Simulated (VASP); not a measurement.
A run of VASP 6.6.1 is set up as follows.

The input INCAR:

```
ALGO     = Normal         # electronic algorithm
EDIFF    = 1E-6           # SCF threshold, eV
ENCUT    = 520            # plane-wave cutoff, eV
GGA      = PS             # functional
ISIF     = 2              # what is computed and relaxed
ISMEAR   = -1             # smearing method
LASPH    = True           # aspherical terms in the spheres
LCHARG   = False          # write CHGCAR
LREAL    = False          # projectors in reciprocal space
LWAVE    = False          # write WAVECAR
NBANDS   = 17             # bands
NELM     = 80             # most SCF steps
PREC     = Accurate       # precision mode
SIGMA    = 0.1            # smearing width, eV
```

KPOINTS

```
k-points
0
Gamma
  8 8 8
```

File POSCAR:

```
Ba
1.0
    0.0000000000      3.5513132911      3.5513132911
    3.5513132911      0.0000000000      3.5513132911
    3.5513132911      3.5513132911      0.0000000000
Ba
2
Direct
    0.1250000000      0.1250000000      0.1250000000
    0.8750000000      0.8750000000      0.8750000000
```

Potentials or basis: VASP PAW PBE potentials, release 64 (Ba_sv).

Run with:

```bash
$ cat potpaw_PBE.64/Ba_sv/POTCAR > POTCAR
$ mpirun -np 1 vasp_std > vasp.out
```

Question: Estimate the pressure.

Answer: 4.0 GPa.

Question: Estimate the band gap on the k mesh.

Answer: Zero (band 10 reaches 2.66 eV, above the bottom of band 11 at 2.29 eV).

Caveat: the PAW data sets were made with another functional, which shifts forces and pressure a little; spin-orbit coupling is left out, which moves the levels of the heavy elements.
